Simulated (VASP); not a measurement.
A run of VASP 6.6.1 is set up as follows.

POSCAR

```
NaHF2
1.0
    1.6420229563      0.9480223958      4.8708142337
   -1.6420229563      0.9480223958      4.8708142337
    0.0000000000     -1.8960447916      4.8708142337
Na H F
1 1 2
Direct
    0.0000000000      0.0000000000      0.0000000000
    0.5000000000      0.5000000000      0.5000000000
    0.4100000000      0.4100000000      0.4100000000
    0.5900000000      0.5900000000      0.5900000000
```

The input INCAR.step1:

```
SYSTEM = NaHF2
ALGO = Normal
EDIFF = 1E-4
ENCUT = 520
GGA = PE
ISMEAR = 0
LASPH = .True.
LCHARG = .False.
LREAL = .False.
LWAVE = .True.
NBANDS = 19
NELM = 100
PREC = Accurate
SIGMA = 0.05
```

File INCAR.step2:

```
SYSTEM = NaHF2
ALGO = Normal
EDIFF = 1E-6
ENCUT = 520
ISIF = 2
ISMEAR = 0
ISTART = 1
LASPH = .True.
LCHARG = .False.
LMIXTAU = .True.
LREAL = .False.
LWAVE = .False.
METAGGA = R2SCAN
NBANDS = 19
NELM = 100
PREC = Accurate
SIGMA = 0.05
```

Contents of KPOINTS:

```
k-points
0
Gamma
  12 12 12
  0 0 0
```

Potentials or basis: VASP PAW PBE potentials, release 64 (Na_pv, H, F).

Command:

```console
$ cat potpaw_PBE.64/Na_pv/POTCAR potpaw_PBE.64/H/POTCAR potpaw_PBE.64/F/POTCAR > POTCAR
$ cp INCAR.step1 INCAR
$ mpirun -np 1 vasp_std > vasp.out
$ cp INCAR.step2 INCAR
$ mpirun -np 1 vasp_std > vasp.out
```

Estimate the band gap on the k mesh.

7.17 eV (least direct gap 7.38 eV).

Estimate the largest force.

3.121 eV/Å.

Predict the pressure.

-5.6 GPa.

Forces in eV/Å, atoms in the order of the input:
```
Na   0.000  0.000  0.000
H    0.000  0.000  0.000
F    0.000  0.000  3.121
F    0.000  0.000 -3.121
```

Caveat: the cell differs from its parent crystal (strain -0.050 along x and y, +0.050 along z); the stress differs along the axes, from -24 to 4 GPa; the PAW data sets were made with another functional, which shifts forces and pressure a little. A k mesh can miss the band edges.
